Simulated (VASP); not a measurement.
## Zr2S5: relaxation of cell and atoms with PBE

Crystal: Zr2S5.

```
Zr S
1.0
     3.42858    0.00000    0.00000
     0.00000    8.35846    0.00000
     0.00000    0.00000    7.26659
Zr S
2 5
Cartesian
  1.7143 6.0456 4.9644
  1.7143 2.3129 4.9644
  0.0000 1.9471 3.2680
  0.0000 6.4113 3.2680
  0.0000 7.3070 6.5545
  0.0000 1.0515 6.5545
  0.0000 4.1792 5.8473
```

* Program: VASP 6.6.1
* Task: relaxation of cell and atoms
* Functional: PBE
* Potentials or basis: VASP PAW PBE potentials, release 64 (Zr_sv, S)
* Cutoff: 600 eV
* k mesh: 6 × 2 × 4
* Occupations: gaussian, width 0.1 eV
* Spin: no spin polarisation
* Dipole correction: no
* Further INCAR settings: ALGO = Normal; EDIFF = 1e-06; IBRION = 2; EDIFFG = -0.04; NSW = 90; ISIF = 3

```
Relaxed volume                         : 29.66 Å³/atom
Relaxed cell                           : a = 3.419 Å, b = 8.353 Å, c = 7.269 Å, α = 90.00°, β = 90.00°, γ = 90.00°
Space group after relaxing (to 0.05 Å) : Pmm2 (No. 25)
Energy gained by relaxing              : 0.1 meV/atom
Ionic steps                            : 2
Pressure after relaxing                : 0.1 GPa
Largest force after relaxing           : 0.032 eV/Å
Band gap on the k mesh                 : 0.37 eV, indirect (least direct gap 0.73 eV)
```

Forces in eV/Å, atoms in the order of the input:
```
Zr   0.000  0.021  0.018
Zr   0.000 -0.021  0.018
S    0.000 -0.006 -0.031
S    0.000  0.006 -0.031
S    0.000 -0.010  0.018
S    0.000  0.010  0.018
S    0.000  0.000 -0.010
```

The path:
```tsv
step	energy change (eV)	largest force (eV/Å)	pressure (GPa)	volume (Å³)
1	0.0000	0.0784	-0.12	208.24
2	-0.0008	0.0319	0.13	207.59
```

Final structure:
```
Zr S
1.0
     3.41884    0.00000    0.00000
     0.00000    8.35341    0.00000
     0.00000    0.00000    7.26874
Zr S
2 5
Direct
  0.50000 0.72350 0.68334
  0.50000 0.27650 0.68334
  0.00000 0.23296 0.44960
  0.00000 0.76704 0.44960
  0.00000 0.87465 0.90206
  0.00000 0.12535 0.90206
  0.00000 0.50000 0.80450
```

Levels at points of the mesh, in eV from the valence-band top:
```csv
k point,band 24,band 25,band 26,band 27,band 28,band 29,band 30,band 31
"(0.00, 0.00, 0.00)",-1.38,-1.02,-0.55,-0.38,0.55,1.13,1.66,2.07
"(0.50, 0.00, 0.00)",-1.69,-1.60,-0.85,0.00,0.90,1.65,1.97,2.62
"(0.00, 0.50, 0.00)",-1.45,-1.42,-0.68,-0.16,0.65,0.99,1.76,1.95
"(0.50, 0.50, 0.00)",-1.80,-1.16,-0.82,-0.21,1.10,1.26,1.95,2.24
"(0.00, 0.00, 0.50)",-1.39,-1.04,-1.00,-0.36,0.37,1.21,1.75,2.19
"(0.50, 0.00, 0.50)",-1.87,-1.72,-0.75,-0.06,0.82,1.68,1.94,2.59
"(0.00, 0.50, 0.50)",-1.58,-1.40,-1.02,-0.14,0.69,1.05,1.78,1.86
"(0.50, 0.50, 0.50)",-1.91,-1.40,-0.83,-0.13,1.03,1.26,1.86,2.12
```

Run time: 7.2 min on 1 thread of Intel Xeon 6975P-C (shared host), peak memory 0.45 GiB.

Caveat: this functional lacks dispersion, which binds the layers, so the pressure and a relaxed spacing across them are unreliable. A k mesh can miss the band edges.
